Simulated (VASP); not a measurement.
CdOs:

```
Cd Os
1.0
     3.36695    0.00000    0.00000
     0.00000    3.36695    0.00000
     0.00000    0.00000    3.36695
Cd Os
1 1
Direct
  0.00000 0.00000 0.00000
  0.50000 0.50000 0.50000
```

```yaml
Program: VASP 6.6.1
Task: relaxation of cell and atoms
Functional: PBE
Potentials_or_basis: VASP PAW PBE potentials, release 64 (Cd, Os)
Cutoff: 600 eV
k_mesh: 6 × 6 × 6
Occupations: gaussian, width 0.1 eV
Spin: no spin polarisation
```

At the start: pressure -15.4 GPa; volume 19.08 Å³/atom.

Task: How do energy, volume and symmetry change on relaxing?

Result: Over 4 steps the energy falls by 119.8 meV/atom and the volume is 16.91 Å³/atom (-11.4 %); space group Pm-3m (No. 221, to 0.05 Å).

Step by step:
| step | energy change (eV) | largest force (eV/Å) | pressure (GPa) | volume (Å³) |
| --- | --- | --- | --- | --- |
| 1 | 0.0000 | 0.0000 | -15.39 | 38.17 |
| 2 | 0.2884 | 0.0000 | 40.91 | 28.91 |
| 3 | -0.2393 | 0.0000 | -0.74 | 33.93 |
| 4 | -0.2397 | 0.0000 | -0.23 | 33.82 |

Final structure:
```
CELL_PARAMETERS angstrom
3.23402 0.00000 0.00000
0.00000 3.23402 0.00000
0.00000 0.00000 3.23402
ATOMIC_POSITIONS crystal
Cd 0.00000 0.00000 0.00000
Os 0.50000 0.50000 0.50000
```
